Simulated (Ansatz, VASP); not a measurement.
## One calculation of CaSe, two programs

INCAR

```
PREC = Accurate
ENCUT = 520
EDIFF = 1E-6
ISMEAR = -1
SIGMA = 0.02
LREAL = False
LASPH = True
NELM = 100
ALGO = Normal
ISIF = 2
LWAVE = False
LCHARG = False
GGA = PE
NBANDS = 15
```

File KPOINTS:

```
Automatic mesh
0
Gamma
  8 8 8
```

The input POSCAR:

```
CaSe
1.0
    0.0000000000      2.9378597577      2.9776696370
    2.9378597577      0.0000000000      2.9776696370
    2.9378597577      2.9378597577      0.0000000000
Ca Se
1 1
Direct
    0.0000000000      0.0000000000      0.0000000000
    0.5000000000      0.5000000000      0.5000000000
```

Input for Ansatz:

```yaml
crystal:
  lattice:
    - [0.0, 2.9378597577, 2.977669637]
    - [2.9378597577, 0.0, 2.977669637]
    - [2.9378597577, 2.9378597577, 0.0]
  atoms:
    - { symbol: Ca, position: [0.0, 0.0, 0.0] }
    - { symbol: Se, position: [0.5, 0.5, 0.5] }
kpoints:
  mp_grid: { grid: [8, 8, 8] }
  band_path:
    path:
      - [0.0, 0.0, 0.0]
      - [0.5, 0.0, 0.5]
      - [0.625, 0.25, 0.625]
      - [0.375, 0.375, 0.75]
      - [0.5, 0.5, 0.5]
      - [0.5, 0.25, 0.75]
      - [0.0, 0.5, 0.5]
    npoints: 1
hamiltonian:
  xc: pbe
scf:
  occupations: { method: fermi_dirac, width: 0.02 }
  n_extra_bands: 4
output:
  forces: true
  stress: true
  eigenvalues: true
```

Change from the starting cell: epitaxial_xy strain -1.0%.

Alike in both runs: task single point; functional PBE; k mesh 8 × 8 × 8; occupations fermi-dirac, width 0.02 eV; no spin polarisation.

|  | VASP | Ansatz |
| --- | --- | --- |
| version | VASP 6.6.1 | Ansatz 0.2.0 |
| potentials or method | VASP PAW PBE potentials, release 64 (Ca_sv, Se) | plane waves, PAW |
| plane-wave cutoff (eV) | 520 | 420 |
| valence electrons in the cell | 16 | 26 |

|  | VASP | Ansatz | Ansatz less VASP |
| --- | --- | --- | --- |
| gap on the k mesh at the Fermi level (eV) | 2.00 | 2.01 | +0.010 |
| pressure (GPa) | 1.6 | 1.5 | -0.18 |
| traceless stress, the component that is largest in VASP (GPa) | -0.87 | -0.86 | +0.014 |

VASP's potentials hold 16 valence electrons a cell and Ansatz's 26, so a difference there can come from the potentials and not from the codes.
